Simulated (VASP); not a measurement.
# Fe2Sb (Pn-3m) in VASP: further runs, part 2 of 2

VASP 6.6.1. Earlier steps stand in the parts before.

## (3) Single point, PBE, collinear spin, ferromagnetic start

This run uses another cell than the first one, of 32.56 Å³/atom.

INCAR

```
PREC = Accurate ; ENCUT = 520
EDIFF = 1E-6 ; ISMEAR = 0
SIGMA = 0.1 ; LREAL = F
LASPH = T ; NELM = 150
ALGO = Fast ; ISIF = 2
LWAVE = F ; LCHARG = F
ISPIN = 2 ; MAGMOM = 1.85 1.85 1.85 1.85 0 0
LORBIT = 11 ; LMAXMIX = 4
GGA = PE ; NBANDS = 34
```

KPOINTS

```
regular mesh
0
Gamma
  4 4 4
```

POSCAR

```
Fe2Sb
1.0
    5.8023154330      0.0000000000      0.0000000000
    0.0000000000      5.8023154330      0.0000000000
    0.0000000000      0.0000000000      5.8023154330
Fe Sb
4 2
Direct
    0.2500000000      0.2500000000      0.2500000000
    0.2500000000      0.7500000000      0.7500000000
    0.7500000000      0.7500000000      0.2500000000
    0.7500000000      0.2500000000      0.7500000000
    0.0000000000      0.0000000000      0.0000000000
    0.5000000000      0.5000000000      0.5000000000
```

Potentials or basis: VASP PAW PBE potentials, release 64 (Fe, Sb).

Command:

```console
> cat potpaw_PBE.64/Fe/POTCAR potpaw_PBE.64/Sb/POTCAR > POTCAR
> mpirun -np 1 vasp_std > vasp.out
```

OUTCAR:

```text
PREC = Accurate
   ENCUT = 520
   EDIFF = 1E-6
   ISMEAR = 0
   LREAL = F
   LASPH = T
   NELM = 150
   ISIF = 2
   ISPIN = 2
   LORBIT = 11
   GGA = PE

 ion  position               nearest neighbor table
   1  0.250  0.250  0.250-   5 2.51   6 2.51
   2  0.250  0.750  0.750-   5 2.51   6 2.51
   3  0.750  0.750  0.250-   5 2.51   6 2.51
   4  0.750  0.250  0.750-   5 2.51   6 2.51
   5  0.000  0.000  0.000-   1 2.51   2 2.51   3 2.51   4 2.51
   6  0.500  0.500  0.500-   1 2.51   2 2.51   3 2.51   4 2.51

  LATTYP: Found a simple cubic cell.
 ALAT       =     5.8023154330

  Lattice vectors:

 A1 = (   5.8023154330,   0.0000000000,   0.0000000000)
 A2 = (   0.0000000000,   5.8023154330,   0.0000000000)
 A3 = (   0.0000000000,   0.0000000000,   5.8023154330)

Analysis of symmetry for initial positions (statically):
=====================================================================
 Subroutine PRICEL returns:
 Original cell was already a primitive cell.

 Routine SETGRP: Setting up the symmetry group for a
 simple cubic supercell.

 Subroutine GETGRP returns: Found 48 space group operations
 (whereof 24 operations were pure point group operations)
 out of a pool of 48 trial point group operations.

The static configuration has the point symmetry T_d .
 The point group associated with its full space group is O_h .

Analysis of symmetry for dynamics (positions and initial velocities):
=====================================================================
 Subroutine PRICEL returns:
 Original cell was already a primitive cell.

 Routine SETGRP: Setting up the symmetry group for a
 simple cubic supercell.

 Subroutine GETGRP returns: Found 48 space group operations
 (whereof 24 operations were pure point group operations)
 out of a pool of 48 trial point group operations.

The dynamic configuration has the point symmetry T_d .
 The point group associated with its full space group is O_h .

Analysis of structural, dynamic, and magnetic symmetry:
=====================================================================
 Subroutine PRICEL returns:
 Original cell was already a primitive cell.

 Routine SETGRP: Setting up the symmetry group for a
 simple cubic supercell.

 Subroutine GETGRP returns: Found 48 space group operations
 (whereof 24 operations were pure point group operations)
 out of a pool of 48 trial point group operations.

The overall configuration has the point symmetry T_d .
 The point group associated with its full space group is O_h .

 Subroutine INISYM returns: Found 48 space group operations
 (whereof 24 operations are pure point group operations),
 and found     1 'primitive' translations

----------------------------------------------------------------------------------------

                                     Primitive cell

  volume of cell :     195.3458

  direct lattice vectors                    reciprocal lattice vectors
     5.802315433  0.000000000  0.000000000     0.172344991  0.000000000  0.000000000
     0.000000000  5.802315433  0.000000000     0.000000000  0.172344991  0.000000000
     0.000000000  0.000000000  5.802315433     0.000000000  0.000000000  0.172344991
[... 82 lines left out ...]
   NFREE  =      0    steps in history (QN), initial steepest desc. (CG)
   ISIF   =      2    stress and relaxation
   ISYM   =      2    0-nonsym 1-usesym 2-fastsym
   POTIM  = 0.5000    time-step for ionic-motion
   TEBEG  =    0.0;   TEEND  =   0.0 temperature during run
   PSTRESS=    0.0 pullay stress
   NELECT =      42.0000    total number of electrons
   NUPDOWN=      -1.0000    fix difference up-down
   EMIN   =  10.00;   EMAX   =-10.00  energy-range for DOS
   EFERMI =   0.00;   METHOD = LEGACY
   ISMEAR =     0;   SIGMA  =   0.10  broadening in eV -4-tet -1-fermi 0-gaus
   EFERMI_NEDOS =   21; number of points for ismear=-14 and -15
   IALGO  =     68    algorithm
   IMIX   =      4    mixing-type and parameters
     AMIX     =   0.40;   BMIX     =  1.00
     AMIX_MAG =   1.60;   BMIX_MAG =  1.00
  volume/ion in A,a.u.               =      32.56       219.71
  Fermi-wavevector in a.u.,A,eV,Ry     =   0.980746  1.853341 13.086940  0.961863
  Thomas-Fermi vector in A             =   2.111700
   LORBIT       =     11    0 simple, 1 ext, 2 COOP (PROOUT), +10 PAW based schemes
   GGA     = PE    functional components
   LHFCALC =     F    Hartree Fock is set to
   AEXX    =    0.0000 exact exchange contribution
   IVDW    =     0    specifies the selected vdW correction
   LEPSILON=     F    determine dielectric tensor
   LRPA    =     F    only Hartree local field effects (RPA)
 spin polarized calculation
 RMM-DIIS sequential band-by-band and
 Gauss-broadening in eV      SIGMA  =   0.10
  energy-cutoff  :      520.00
  volume of cell :      195.35
 maximum number of plane-waves:      5294
 NGX is ok and might be reduce to    48
   NGX = 21   NGY = 21   NGZ = 21

 number of electron      42.0000000 magnetization       7.4000000

 number of electron      41.9999970 magnetization      14.0017256

 Free energy of the ion-electron system (eV)
  ---------------------------------------------------
  ext. energy  EPLUGINS =         0.00000000
  ---------------------------------------------------
  free energy    TOTEN  =       -31.64692725 eV

  energy without entropy =      -31.56726584  energy(sigma->0) =      -31.60709655

 E-fermi :   1.7930     XC(G=0):  -8.1973

 val. band max:        1.7925933923   @ k =   0.0000   0.0000   0.0000
 cond. band min:       1.7996769919   @ k =   0.2500   0.0000   0.0000
 fundamental gap:      0.0070835995
 Fermi energy:         1.7930103378

 spin component 1

 k-point     1 :       0.0000    0.0000    0.0000
  band No.  band energies     occupation
      1      -7.8650      1.00000
      2      -6.7490      1.00000
      3      -2.4656      1.00000
      4      -2.4656      1.00000
      5      -2.4656      1.00000
      6      -1.3428      1.00000
[... 349 lines left out ...]
     32       6.8079      0.00000
     33       6.8677      0.00000
 Fermi energy:         1.7930103378

 spin component 2

 k-point     1 :       0.0000    0.0000    0.0000
  band No.  band energies     occupation
      1      -7.6131      1.00000
      2      -6.6313      1.00000
      3      -1.3232      1.00000
      4      -1.3231      1.00000
      5      -1.3231      1.00000
      6       0.4641      1.00000
[... 349 lines left out ...]
     32       7.7144      0.00000
     33       7.7144      0.00000
 [bands above 33 left out]

------------------------ aborting loop because EDIFF is reached ----------------------------------------

  FORCE on cell =-STRESS in cart. coord.  units (eV):
  Direction    XX          YY          ZZ          XY          YZ          ZX
  --------------------------------------------------------------------------------------
  -------------------------------------------------------------------------------------
  Total        0.1773300      0.1773300      0.1773300      0.0000000     -0.0000000     -0.0000000
  in kB        1.4544169      1.4544169      1.4544169      0.0000000     -0.0000000     -0.0000000
  external PRESSURE =       1.4544169 kB  Pullay stress =       0.0000000 kB

 VOLUME and BASIS-vectors are now :
 -----------------------------------------------------------------------------
  energy-cutoff  :      520.00
  volume of cell :      195.35
      direct lattice vectors                 reciprocal lattice vectors
     5.802315433  0.000000000  0.000000000     0.172344991  0.000000000  0.000000000
     0.000000000  5.802315433  0.000000000     0.000000000  0.172344991  0.000000000
     0.000000000  0.000000000  5.802315433     0.000000000  0.000000000  0.172344991

 POSITION                                       TOTAL-FORCE (eV/Angst)
 -----------------------------------------------------------------------------------
      1.45058      1.45058      1.45058         0.000000      0.000000     -0.000000
      1.45058      4.35174      4.35174         0.000000      0.000000     -0.000000
      4.35174      4.35174      1.45058         0.000000     -0.000000     -0.000000
      4.35174      1.45058      4.35174        -0.000000      0.000000      0.000000
      0.00000      0.00000      0.00000         0.000000     -0.000000     -0.000000
      2.90116      2.90116      2.90116         0.000000     -0.000000     -0.000000
 -----------------------------------------------------------------------------------
    total drift:                               -0.000000     -0.000000      0.000000

  FREE ENERGIE OF THE ION-ELECTRON SYSTEM (eV)
  ---------------------------------------------------
  free  energy   TOTEN  =       -31.6469272499 eV

  energy  without entropy=      -31.5672658425  energy(sigma->0) =      -31.60709655

 total charge

# of ion       s       p       d       tot
------------------------------------------
    1        0.400   0.228   6.083   6.711
    2        0.400   0.228   6.083   6.711
    3        0.400   0.228   6.083   6.711
    4        0.400   0.228   6.083   6.711
    5        1.111   1.441   0.037   2.588
    6        1.111   1.441   0.037   2.588
--------------------------------------------------
tot          3.823   3.791  24.406  32.020

 magnetization (x)

# of ion       s       p       d       tot
------------------------------------------
    1        0.102   0.035   3.134   3.271
    2        0.102   0.035   3.134   3.271
    3        0.102   0.035   3.134   3.271
    4        0.102   0.035   3.134   3.271
    5       -0.006   0.045   0.002   0.041
    6       -0.006   0.045   0.002   0.041
--------------------------------------------------
tot          0.394   0.231  12.542  13.167
```

Wall time 6.9 min (1 thread of Intel Xeon 8259CL, shared host); peak memory 0.45 GiB.

What came out:

```
Free energy                                           : -31.6469 eV
Pressure                                              : 0.1 GPa
Band gap on the k mesh                                : zero (filled and empty bands overlap)
Net moment                                            : 14.00 μB per cell
Site moments                                          : Fe +3.27; Sb +0.04 μB
Valence electrons inside the program's atomic spheres : Fe 6.71; Sb 2.59
```

Caveat: spin-orbit coupling is left out, which moves the levels of the heavy elements; the run started ferromagnetic, and an antiferromagnetic order may lie lower in energy.

## (4) Relaxation of cell and atoms, PBE, collinear spin, ferromagnetic start

INCAR

```
  ALGO = Normal
  EDIFF = 1E-7
  EDIFFG = -0.04
  ENCUT = 600
  GGA = PE
  IBRION = 2
  ISIF = 3
  ISMEAR = 0
  ISPIN = 2
  LASPH = True
  LCHARG = False
  LMAXMIX = 4
  LORBIT = 11
  LREAL = False
  LWAVE = False
  MAGMOM = 1.85 1.85 1.85 1.85 0 0
  NELM = 150
  NSW = 90
  PREC = Accurate
  SIGMA = 0.1
```

KPOINTS

```
k-points
0
Gamma
  4 4 4
```

Edit POSCAR of step 3 so:

```diff
@@ -2,5 +2,5 @@
 1.0
-    5.8023154330      0.0000000000      0.0000000000
-    0.0000000000      5.8023154330      0.0000000000
-    0.0000000000      0.0000000000      5.8023154330
+    4.8223468279      0.0000000000      0.0000000000
+    0.0000000000      4.8223468279      0.0000000000
+    0.0000000000      0.0000000000      4.8223468279
 Fe Sb
```

Command:

```console
> cat potpaw_PBE.64/Fe/POTCAR potpaw_PBE.64/Sb/POTCAR > POTCAR
> mpirun -np 1 vasp_std > vasp.out
```

Run time: 20 min. Hardware: 1 thread of Intel Xeon 8259CL, shared host; peak memory 0.32 GiB.

The run converged. Its results:

| Item | Value |
| --- | --- |
| Free energy | -31.6261 eV |
| Relaxed volume | 32.63 Å³/atom |
| Relaxed cell | a = 5.807 Å, b = 5.807 Å, c = 5.807 Å, α = 90.00°, β = 90.00°, γ = 90.00° |
| Space group after relaxing (to 0.1 Å) | Pn-3m (No. 224) |
| Energy gained by relaxing | 1344.1 meV/atom |
| Ionic steps | 4 |
| Pressure after relaxing | -0.1 GPa |
| Band gap on the k mesh | zero (filled and empty bands overlap) |
| Net moment | 14.00 μB per cell |
| Site moments | Fe +3.27; Sb +0.04 μB |
| Valence electrons inside the program's atomic spheres | Fe 6.71; Sb 2.59 |

The path:
| step | energy change (eV) | largest force (eV/Å) | pressure (GPa) | volume (Å³) |
| --- | --- | --- | --- | --- |
| 1 | 0.0000 | 0.0000 | 44.95 | 112.14 |
| 2 | -7.7706 | 0.0000 | -3.33 | 220.59 |
| 3 | -8.0607 | 0.0000 | 0.49 | 192.74 |
| 4 | -8.0643 | 0.0000 | -0.09 | 195.77 |

Final structure:
```
Fe Sb
1.0
     5.80653    0.00000    0.00000
     0.00000    5.80653    0.00000
     0.00000    0.00000    5.80653
Fe Sb
4 2
Direct
  0.25000 0.25000 0.25000
  0.25000 0.75000 0.75000
  0.75000 0.75000 0.25000
  0.75000 0.25000 0.75000
  0.00000 0.00000 0.00000
  0.50000 0.50000 0.50000
```

Levels at points of the mesh, in eV from the Fermi level:
Spin up:
```csv
k point,band 25,band 26,band 27,band 28,band 29
"(0.00, 0.00, 0.00)",-1.20,-0.95,-0.95,-0.95,0.78
"(0.50, 0.00, 0.00)",-1.20,-1.20,-0.67,-0.67,2.10
"(0.50, 0.50, 0.00)",-1.00,-1.00,-0.43,-0.43,1.44
"(0.50, 0.50, 0.50)",-1.90,-1.69,-1.69,-1.69,3.18
```
Spin down:
```
           k point  band 11  band 12  band 13  band 14  band 15  band 16  band 17  band 18
(0.00, 0.00, 0.00)    -0.52    -0.17    -0.16    -0.16     0.00     0.00     0.00     0.17
(0.50, 0.00, 0.00)    -0.33    -0.33    -0.09    -0.09     0.08     0.08     0.11     0.11
(0.50, 0.50, 0.00)    -0.44    -0.44    -0.02    -0.02     0.11     0.11     0.22     0.22
(0.50, 0.50, 0.50)    -0.52    -0.18    -0.18     0.05     0.05     0.05     0.40     0.40
```

Caveat: the volume moved by over 15 % at a fixed basis, so the end points are rough; spin-orbit coupling is left out, which moves the levels of the heavy elements; the run started ferromagnetic, and an antiferromagnetic order may lie lower in energy.

## (5) Summary

```csv
task,cell,cutoff (eV),gap on the mesh (eV),pressure (GPa),moment (μB)
single point,"a = 4.822 Å, 6 atoms",520,none,45.0,6.94
single point,"a = 5.802 Å, 6 atoms",520,none,0.1,14.00
relaxation of cell and atoms,"relaxed from a = 4.822 Å, 6 atoms",600,none,-0.1,14.00
```

Alike in all rows: level PBE; potentials or basis VASP PAW PBE potentials, release 64 (Fe, Sb); spin collinear, ferromagnetic start; k mesh 4 × 4 × 4; smearing gaussian 0.1 eV.

Caveats: spin-orbit coupling is left out, which moves the levels of the heavy elements; the run started ferromagnetic, and an antiferromagnetic order may lie lower in energy; the cell stands under pressure (at least some runs); the volume moved by over 15 % at a fixed basis, so the end points are rough (at least some runs).

Total energies depend on the potentials used, so only differences within one code and one set of settings carry meaning.

The gap in the log of VASP goes by the Fermi energy; the results here count the filled bands.